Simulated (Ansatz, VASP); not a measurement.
One calculation of BP, two programs

```
CELL_PARAMETERS angstrom
0.00000 2.19411 2.28411
2.28411 0.00000 2.28411
2.28411 2.19411 0.00000
ATOMIC_POSITIONS crystal
B 0.00000 0.00000 0.00000
P 0.75000 0.75000 0.75000
```

Alike in both runs: task single point; functional PBE; k mesh 12 × 12 × 12; occupations gaussian, width 0.05 eV; no spin polarisation.

|  | VASP | Ansatz |
| --- | --- | --- |
| version | VASP 6.6.1 | Ansatz 0.2.0 |
| potentials or method | VASP PAW PBE potentials, release 64 (B, P), cutoff 520 eV | scalar-relativistic, plane waves, PAW |
| valence electrons in the cell | 8 | 8 |

|  | VASP | Ansatz | Ansatz less VASP |
| --- | --- | --- | --- |
| gap on the k mesh at the Fermi level (eV) | 0.61 | 0.61 | +0.005 |
| least direct gap on the mesh (eV) | 3.03 | 3.04 | +0.004 |
| pressure (GPa) | 4.3 | 4.6 | +0.25 |
| traceless stress, the component that is largest in VASP (GPa) | 6.90 | 6.89 | -0.011 |
